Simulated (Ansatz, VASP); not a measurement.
**Two plane-wave programs on AsSe2**

```
As Se
1.0
     0.00000    3.29482    3.29482
     3.29482    0.00000    3.29482
     3.29482    3.29482    0.00000
As Se
1 2
Cartesian
  0.0000 0.0000 0.0000
  1.6474 1.6474 1.6474
  4.9422 4.9422 4.9422
```

Change from the starting cell: species swapped into the Al2Pt type (Fm-3m, No. 225).

Alike in both runs: task relaxation of cell and atoms; functional PBE; k mesh 12 × 12 × 12; occupations gaussian, width 0.1 eV; no spin polarisation.

```csv
,VASP,Ansatz
version,VASP 6.6.1,Ansatz 0.2.0
potentials or method,"VASP PAW PBE potentials, release 64 (As, Se), cutoff 600 eV","scalar-relativistic, plane waves, PAW"
valence electrons in the cell,17,47
```

|  | VASP | Ansatz | Ansatz less VASP |
| --- | --- | --- | --- |
| gap on the k mesh at the Fermi level, each at its own relaxed structure (eV) | none | none | - |
| relaxed volume (Å³/atom) | 23.80 | 23.80 | +0.002 |
| relaxed length of the cell vector where the two differ most in proportion (Å) | 4.656 | 4.657 | +0.0002 |

A gap of «none» marks a metal or a gap that the smearing closes. VASP's potentials hold 17 valence electrons a cell and Ansatz's 47, so a difference there can come from the potentials and not from the codes.
